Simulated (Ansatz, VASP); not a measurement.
## One calculation of AlH6, two programs

```
Al H
1.0
     3.84509    0.00000    0.00000
    -1.92255    3.32995    0.00000
     0.00000    0.00000    3.71755
Al H
1 6
Direct
  0.00000 0.00000 0.40936
  0.51114 0.48886 0.40936
  0.51114 0.02229 0.40936
  0.97771 0.48886 0.40936
  0.00000 0.00000 0.90933
  0.33333 0.66667 0.80830
  0.33333 0.66667 0.01024
```

Alike in both runs: functional PBE; k mesh 6 × 6 × 4; occupations gaussian, width 0.1 eV; no spin polarisation.

Ansatz relaxed the structure, and its values are those at the end. VASP's run is a single point on that final structure, the one shown.

|  | VASP | Ansatz |
| --- | --- | --- |
| version | VASP 6.6.1 | Ansatz 0.2.0 |
| potentials or method | VASP PAW PBE potentials, release 64 (Al, H), cutoff 520 eV | scalar-relativistic, plane waves, PAW |
| valence electrons in the cell | 9 | 9 |

```csv
,VASP,Ansatz,Ansatz less VASP
gap on the k mesh at the Fermi level (eV),none,none,-
pressure (GPa),-0.3,-0.1,+0.26
```

A gap of «none» marks a metal or a gap that the smearing closes.

The k mesh is coarse, so the values compare programs but aren't converged.
